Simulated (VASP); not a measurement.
The system is TiC.

```xyz
2
Lattice="0.0000 2.1657 2.1657 2.1657 0.0000 2.1657 2.1657 2.1657 0.0000" Properties=species:S:1:pos:R:3 pbc="T T T"
Ti    0.0000    0.0000    0.0000
C     2.1657    2.1657    2.1657
```

* Program: VASP 6.6.1
* Task: relaxation of cell and atoms
* Functional: revPBE
* Dispersion: D3(BJ)
* Potentials or basis: VASP PAW PBE potentials, release 64 (Ti_sv, C)
* Cutoff: 600 eV
* k mesh: 11 × 11 × 11
* Occupations: tetrahedron
* Spin: no spin polarisation

At the start: pressure -10.5 GPa; volume 10.16 Å³/atom.

Task: How do energy, volume and symmetry change on relaxing?

Result: Over 4 steps the energy falls by 14.3 meV/atom and the volume is 9.73 Å³/atom (-4.2 %); space group Fm-3m (No. 225, to 0.05 Å).

The path:
| step | energy change (eV) | largest force (eV/Å) | pressure (GPa) | volume (Å³) |
| --- | --- | --- | --- | --- |
| 1 | 0.0000 | 0.0000 | -10.51 | 20.32 |
| 2 | 0.0236 | 0.0000 | 16.56 | 18.42 |
| 3 | -0.0285 | 0.0000 | -0.18 | 19.48 |
| 4 | -0.0285 | 0.0000 | -0.01 | 19.47 |

Final structure:
```
Ti C
1.0
     0.00000    2.13516    2.13516
     2.13516    0.00000    2.13516
     2.13516    2.13516    0.00000
Ti C
1 1
Direct
  0.00000 0.00000 0.00000
  0.50000 0.50000 0.50000
```

Caveat: the PAW data sets were made with another functional, which shifts forces and pressure a little; pairwise dispersion overbinds metals, which lowers pressure and volume; tetrahedron occupations give inexact forces and stress in metals.
